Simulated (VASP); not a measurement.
# MgB2 (P6/mmm) in VASP: single point with PBE

Aim: the single point of MgB2 with PBE.

All numbers are computed with VASP 6.6.1; they aren't measurements. Logs are shortened: lines on timing, memory, paths and dates and some standing lists are left out, and cuts for length are marked.

## (1) The cell of the first run

The structure is hexagonal, space group P6/mmm (No. 191). Conventional cell: a = 3.083 Å, b = 3.083 Å, c = 3.521 Å, α = 90.00°, β = 90.00°, γ = 120.00°. Within 3.3 Å of Mg (site symmetry 6/mmm) lie 12 B at 2.50 Å and 6 Mg at 3.08 Å. B (site symmetry -6m2) has 3 B at 1.78 Å within 2.4 Å.

## (2) Single point, PBE

The input, INCAR:

```
PREC = Accurate
ENCUT = 600
EDIFF = 1E-6
ISMEAR = -1
SIGMA = 0.2
LREAL = False
LASPH = True
NELM = 120
ALGO = Normal
ISIF = 2
LWAVE = False
LCHARG = False
GGA = PE
NBANDS = 11
GGA_COMPAT = False
```

The input, KPOINTS:

```
Automatic mesh
0
Gamma
  6 6 4
```

The input, POSCAR:

```
MgB2
1.0
    3.0830000000      0.0000000000      0.0000000000
   -1.5415000000      2.6699563199      0.0000000000
    0.0000000000      0.0000000000      3.5210000000
Mg B
1 2
Direct
    0.0000000000      0.0000000000      0.0000000000
    0.3333333333      0.6666666667      0.5000000000
    0.6666666667      0.3333333333      0.5000000000
```

Potentials or basis: VASP PAW PBE potentials, release 64 (Mg, B).

Launch:

```bash
$ cat potpaw_PBE.64/Mg/POTCAR potpaw_PBE.64/B/POTCAR > POTCAR
$ mpirun -np 1 vasp_std > vasp.out
```

OUTCAR:

```text
PREC = Accurate
   ENCUT = 600
   EDIFF = 1E-6
   ISMEAR = -1
   LREAL = False
   LASPH = True
   NELM = 120
   ISIF = 2
   GGA = PE

 ion  position               nearest neighbor table
   1  0.000  0.000  0.000-   2 2.50   3 2.50   2 2.50   3 2.50   3 2.50   3 2.50   2 2.50   2 2.50
                             3 2.50   3 2.50   2 2.50   2 2.50
   2  0.333  0.667  0.500-   3 1.78   3 1.78   3 1.78   1 2.50   1 2.50   1 2.50   1 2.50   1 2.50
                             1 2.50
   3  0.667  0.333  0.500-   2 1.78   2 1.78   2 1.78   1 2.50   1 2.50   1 2.50   1 2.50   1 2.50
                             1 2.50

  LATTYP: Found a hexagonal cell.
 ALAT       =     3.0830000000
 C/A-ratio  =     1.1420694129

  Lattice vectors:

 A1 = (   3.0830000000,   0.0000000000,   0.0000000000)
 A2 = (  -1.5415000000,   2.6699563199,   0.0000000000)
 A3 = (   0.0000000000,   0.0000000000,   3.5210000000)

Analysis of symmetry for initial positions (statically):
=====================================================================
 Subroutine PRICEL returns:
 Original cell was already a primitive cell.

 Routine SETGRP: Setting up the symmetry group for a
 hexagonal supercell.

 Subroutine GETGRP returns: Found 24 space group operations
 (whereof 24 operations were pure point group operations)
 out of a pool of 24 trial point group operations.

The static configuration has the point symmetry D_6h.

Analysis of symmetry for dynamics (positions and initial velocities):
=====================================================================
 Subroutine PRICEL returns:
 Original cell was already a primitive cell.

 Routine SETGRP: Setting up the symmetry group for a
 hexagonal supercell.

 Subroutine GETGRP returns: Found 24 space group operations
 (whereof 24 operations were pure point group operations)
 out of a pool of 24 trial point group operations.

The dynamic configuration has the point symmetry D_6h.

 Subroutine INISYM returns: Found 24 space group operations
 (whereof 24 operations are pure point group operations),
 and found     1 'primitive' translations

----------------------------------------------------------------------------------------

                                     Primitive cell

  volume of cell :      28.9830

  direct lattice vectors                    reciprocal lattice vectors
[... 92 lines left out ...]
   ISYM   =      2    0-nonsym 1-usesym 2-fastsym
   POTIM  = 0.5000    time-step for ionic-motion
   TEBEG  =    0.0;   TEEND  =   0.0 temperature during run
   PSTRESS=    0.0 pullay stress
   NELECT =       8.0000    total number of electrons
   NUPDOWN=      -1.0000    fix difference up-down
   EMIN   =  10.00;   EMAX   =-10.00  energy-range for DOS
   EFERMI =   0.00;   METHOD = LEGACY
   ISMEAR =    -1;   SIGMA  =   0.20  broadening in eV -4-tet -1-fermi 0-gaus
   EFERMI_NEDOS =   21; number of points for ismear=-14 and -15
   IALGO  =     38    algorithm
   IMIX   =      4    mixing-type and parameters
     AMIX     =   0.40;   BMIX     =  1.00
     AMIX_MAG =   1.60;   BMIX_MAG =  1.00
  volume/ion in A,a.u.               =       9.66        65.20
  Fermi-wavevector in a.u.,A,eV,Ry     =   1.065917  2.014292 15.458669  1.136180
  Thomas-Fermi vector in A             =   2.201485
   LORBIT       =      0    0 simple, 1 ext, 2 COOP (PROOUT), +10 PAW based schemes
   GGA     = PE    functional components
   LHFCALC =     F    Hartree Fock is set to
   AEXX    =    0.0000 exact exchange contribution
   IVDW    =     0    specifies the selected vdW correction
   LEPSILON=     F    determine dielectric tensor
   LRPA    =     F    only Hartree local field effects (RPA)
 non-spin polarized calculation
  energy-cutoff  :      600.00
  volume of cell :       28.98
 maximum number of plane-waves:       986
 NGX is ok and might be reduce to    28
   NGX = 13   NGY = 13   NGZ = 15

 number of electron       8.0000000 magnetization

 Free energy of the ion-electron system (eV)
  ---------------------------------------------------
  ext. energy  EPLUGINS =         0.00000000
  ---------------------------------------------------
  free energy    TOTEN  =       -15.36235480 eV

  energy without entropy =      -15.27714826  energy(sigma->0) =      -15.31975153

 E-fermi :   5.3301     XC(G=0): -10.9178

 val. band max:        5.0709880357   @ k =   0.1667   0.0000   0.5000
 cond. band min:       5.3565853742   @ k =   0.3333   0.1667   0.0000
 fundamental gap:      0.2855973385
 Fermi energy:         5.3301278530

 k-point     1 :       0.0000    0.0000    0.0000
  band No.  band energies     occupation
      1      -7.1476      2.00000
      2       2.3394      2.00000
      3       5.6410      0.34889
      4       5.6410      0.34889
      5       6.9338      0.00066
      6      11.5843      0.00000
      7      11.5843      0.00000
      8      13.3740      0.00000
      9      15.2266      0.00000
     10      17.9478      0.00000
     11      21.4345      0.00000
[... 267 lines left out ...]
 k-point    21 :       0.3333    0.3333    0.5000
  band No.  band energies     occupation
      1      -1.0924      2.00000
      2      -1.0924      2.00000
      3       0.0978      2.00000
      4       3.2685      1.99993
      5       3.2685      1.99993
      6       8.8449      0.00000
      7      16.9198      0.00000
      8      17.1819      0.00000
      9      17.1819      0.00000
     10      19.1944      0.00000
     11      19.1944      0.00000

------------------------ aborting loop because EDIFF is reached ----------------------------------------

  FORCE on cell =-STRESS in cart. coord.  units (eV):
  Direction    XX          YY          ZZ          XY          YZ          ZX
  --------------------------------------------------------------------------------------
  -------------------------------------------------------------------------------------
  Total       -0.0568428     -0.0568428     -0.4170691     -0.0000000      0.0000000      0.0000000
  in kB       -3.1422613     -3.1422613    -23.0555207     -0.0000000      0.0000000      0.0000000
  external PRESSURE =      -9.7800144 kB  Pullay stress =       0.0000000 kB

 VOLUME and BASIS-vectors are now :
 -----------------------------------------------------------------------------
  energy-cutoff  :      600.00
  volume of cell :       28.98
      direct lattice vectors                 reciprocal lattice vectors
     3.083000000  0.000000000  0.000000000     0.324359390  0.187268981  0.000000000
    -1.541500000  2.669956320  0.000000000     0.000000000  0.374537962  0.000000000
     0.000000000  0.000000000  3.521000000     0.000000000  0.000000000  0.284010224

 POSITION                                       TOTAL-FORCE (eV/Angst)
 -----------------------------------------------------------------------------------
      0.00000      0.00000      0.00000        -0.000000      0.000000      0.000000
     -0.00000      1.77997      1.76050        -0.000000      0.000000     -0.000000
      1.54150      0.88999      1.76050         0.000000      0.000000      0.000000
 -----------------------------------------------------------------------------------
    total drift:                                0.000000      0.000000     -0.000000

  FREE ENERGIE OF THE ION-ELECTRON SYSTEM (eV)
  ---------------------------------------------------
  free  energy   TOTEN  =       -15.3623547960 eV

  energy  without entropy=      -15.2771482571  energy(sigma->0) =      -15.31975153
```

OSZICAR:

```text
N       E                     dE             d eps       ncg     rms          rms(c)
DAV:   1     0.785210742741E+01    0.78521E+01   -0.40405E+03   462   0.682E+02
DAV:   2    -0.163916997413E+02   -0.24244E+02   -0.22972E+02   597   0.115E+02
DAV:   3    -0.170226840045E+02   -0.63098E+00   -0.62721E+00   586   0.157E+01
DAV:   4    -0.170243441544E+02   -0.16601E-02   -0.16600E-02   549   0.885E-01
DAV:   5    -0.170243516890E+02   -0.75346E-05   -0.75343E-05   566   0.648E-02    0.523E+00
DAV:   6    -0.156096905466E+02    0.14147E+01   -0.17651E+00   503   0.617E+00    0.247E+00
DAV:   7    -0.153651656783E+02    0.24452E+00   -0.90694E-01   519   0.439E+00    0.749E-01
DAV:   8    -0.153665964966E+02   -0.14308E-02   -0.53762E-02   507   0.142E+00    0.240E-01
DAV:   9    -0.153624401564E+02    0.41563E-02   -0.92170E-03   501   0.447E-01    0.605E-02
DAV:  10    -0.153623705645E+02    0.69592E-04   -0.94604E-04   536   0.161E-01    0.228E-02
DAV:  11    -0.153623547161E+02    0.15848E-04   -0.79068E-05   524   0.504E-02    0.251E-03
DAV:  12    -0.153623547960E+02   -0.79884E-07   -0.14035E-06   458   0.724E-03
   1 F= -.15362355E+02 E0= -.15319752E+02  d E =-.852065E-01
```

stdout:

```text
POSCAR found type information on POSCAR MgB
 POSCAR found :  2 types and       3 ions
 scaLAPACK will be used
 LDA part: xc-table for (Slater+PW92), standard interpolation
 POSCAR, INCAR and KPOINTS ok, starting setup
 FFT: planning ... GRIDC
 FFT: planning ... GRID_SOFT
 FFT: planning ... GRID
 WAVECAR not read
 entering main loop
```

Wall time 9 s (1 thread of AMD EPYC 7R43 (Zen 3), shared host); peak memory 0.12 GiB.

What came out:

```yaml
Free_energy: -15.3624 eV
Pressure: -1.0 GPa
Band_gap_on_the_k_mesh: zero (band 4 reaches 7.08 eV, above the bottom of band 5 at 3.27 eV)
```

Stress tensor (GPa, compression positive):
```
-0.31  0.00  0.00
 0.00 -0.31  0.00
 0.00  0.00 -2.31
```

Levels at points of the mesh, in eV from the Fermi level:
| k point | band 1 | band 2 | band 3 | band 4 | band 5 | band 6 | band 7 | band 8 | band 9 |
| --- | --- | --- | --- | --- | --- | --- | --- | --- | --- |
| (0.00, 0.00, 0.00) | -12.48 | -2.99 | 0.31 | 0.31 | 1.60 | 6.25 | 6.25 | 8.04 | 9.90 |
| (0.50, 0.00, 0.00) | -8.59 | -7.88 | -2.23 | 0.16 | 3.03 | 3.82 | 5.28 | 7.05 | 12.53 |
| (0.00, 0.00, 0.50) | -11.20 | -7.48 | 0.69 | 0.69 | 6.59 | 6.59 | 7.91 | 9.81 | 9.93 |
| (0.50, 0.00, 0.50) | -7.62 | -6.98 | -3.62 | -1.93 | -1.35 | 5.65 | 8.72 | 8.86 | 12.99 |

Caveat: the k points lie up to 0.45 Å⁻¹ apart.
